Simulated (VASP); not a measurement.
Set up this calculation in VASP 6.6.1, as the native input.

```yaml
Task: single point
Functional: PBE
Dispersion: D3(BJ)
Potentials_or_basis: VASP PAW PBE potentials, release 64 (Li_sv)
Cutoff: 520 eV
k_mesh: 24 × 24 × 12
Occupations: gaussian, width 0.15 eV
Spin: no spin polarisation
Dipole_correction: no
Further_INCAR_settings: ALGO = Normal; EDIFF = 1e-07; NBANDS = 10
```

The structure of Li lies in POSCAR:

```
Li
1.0
    2.9531606636      0.0000000000     -0.0885948199
   -1.4765803318      2.5575121562      0.0442974100
   -0.1453224721      0.0000000000      4.8440824030
Li
2
Direct
    0.3333333333      0.6666666667      0.2500000000
    0.6666666667      0.3333333333      0.7500000000
```

This cell differs from its parent crystal: strain -0.0600 x Voigt [0, 0, 0, 0, 1, 0].

These files were run (other wordings do the same):

INCAR

```
ALGO = Normal
EDIFF = 1E-7
ENCUT = 520
GGA = PE
ISIF = 2
ISMEAR = 0
IVDW = 12
LASPH = T
LCHARG = T
LELF = T
LREAL = F
LVHAR = T
LWAVE = F
NBANDS = 10
NELM = 100
PREC = Accurate
SIGMA = 0.15
```

KPOINTS

```
k-points
0
Gamma
  24 24 12
```

Potentials or basis: VASP PAW PBE potentials, release 64 (Li_sv).

Launch:

```console
$ cat potpaw_PBE.64/Li_sv/POTCAR > POTCAR
$ mpirun -np 1 vasp_std > vasp.out
```

It gave:

```json
{"Largest force": "0.004 eV/Å", "Band gap on the k mesh": "zero (band 3 reaches 3.08 eV, above the bottom of band 4 at -1.62 eV)", "Dispersion energy per atom": "-0.188 eV"}
```

Caveat: the cell differs from its parent crystal (strain -0.0600 x Voigt [0, 0, 0, 0, 1, 0]).

Wall time 3.5 min on 1 thread of Intel(R) Xeon(R) 6975P-C (Granite Rapids), with other jobs on the host, peak memory 0.56 GiB.
